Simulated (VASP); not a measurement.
A run of VASP 6.6.1:

Contents of INCAR:

```
ALGO = Fast ; EDIFF = 1E-6
ENCUT = 520 ; GGA = CA
ISIF = 2 ; ISMEAR = 0
LASPH = T ; LCHARG = F
LREAL = F ; LWAVE = F
NBANDS = 46 ; NELM = 100
PREC = Accurate ; SIGMA = 0.1
```

KPOINTS

```
k-points
0
Gamma
  6 6 18
```

Contents of POSCAR:

```
Rh
1.0
    5.8280390599     -0.0000000178     -0.0004345406
   -0.0000000178      5.8280390565     -0.0004783947
   -1.7485547450     -0.5829613637      1.9080854069
Rh
5
Direct
    0.0000000000      0.0000000000      0.0000000000
    0.2000000000      0.4000000000      0.0000000000
    0.4000000000      0.8000000000      0.0000000000
    0.6000000000      0.2000000000      0.0000000000
    0.8000000000      0.6000000000      0.0000000000
```

Potentials or basis: VASP PAW LDA potentials, release 64 (Rh_pv).

The run is started by

```console
$ cat potpaw_LDA.64/Rh_pv/POTCAR > POTCAR
$ mpirun -np 1 vasp_std > vasp.out
```

Hardware: 1 thread of Intel(R) Xeon(R) 6975P-C (Granite Rapids), on a shared host.

Q: Estimate the wall time of this run.

A: Run time: 6.6 min on 1 thread of Intel(R) Xeon(R) 6975P-C (Granite Rapids), with other jobs on the host, peak memory 0.67 GiB. Counts: scf iterations 14, k points 328.
